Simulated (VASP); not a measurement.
Input of a VASP 6.6.1 run:

Contents of INCAR:

```
SYSTEM = ReBr4O
ALGO     = Normal         ! electronic algorithm
EDIFF    = 1E-7           ! SCF threshold, eV
ENCUT    = 520            ! plane-wave cutoff, eV
GGA      = PE             ! functional
ISIF     = 2              ! what is computed and relaxed
ISMEAR   = 0              ! smearing method
ISPIN    = 2              ! spin polarisation
LASPH    = .TRUE.         ! aspherical terms in the spheres
LCHARG   = .FALSE.        ! write CHGCAR
LMAXMIX  = 4              ! l up to which the mixer works
LORBIT   = 11             ! projections on sites
LREAL    = .FALSE.        ! projectors in reciprocal space
LWAVE    = .FALSE.        ! write WAVECAR
MAGMOM   = 1 0 0 0 0 0    ! initial moments
NBANDS   = 34             ! bands
NELM     = 150            ! most SCF steps
PREC     = Accurate       ! precision mode
SIGMA    = 0.01           ! smearing width, eV
```

File KPOINTS:

```
k-points
0
G
  1 1 1
  0 0 0
```

The input POSCAR:

```
ReBr4O
1.0
   13.7600000000      0.0000000000      0.0000000000
    0.0000000000     13.7600000000      0.0000000000
    0.0000000000      0.0000000000     11.3200000000
Re O Br
1 1 4
Direct
    0.4999941900      0.4999941900      0.4555353400
    0.4999941900      0.4999941900      0.6027005300
    0.6729527600      0.4999941900      0.3975265000
    0.4999941900      0.6729527600      0.3975265000
    0.3270348800      0.4999941900      0.3975265000
    0.4999941900      0.3270348800      0.3975265000
```

Potentials or basis: VASP PAW PBE potentials, release 64 (Re, O, Br).

Launch:

```console
$ cat potpaw_PBE.64/Re/POTCAR potpaw_PBE.64/O/POTCAR potpaw_PBE.64/Br/POTCAR > POTCAR
$ mpirun -np 1 vasp_gam > vasp.out
```

(1) Predict the largest force.

(2) Estimate the gap between the frontier levels.

(3) What does it give for the site moments?

Results:

(1) 1.650 eV/Å.

(2) 0.77 eV.

(3) Re +0.72; O -0.04; Br +0.04 μB.

Caveat: spin-orbit coupling is left out, which moves the levels of the heavy elements.
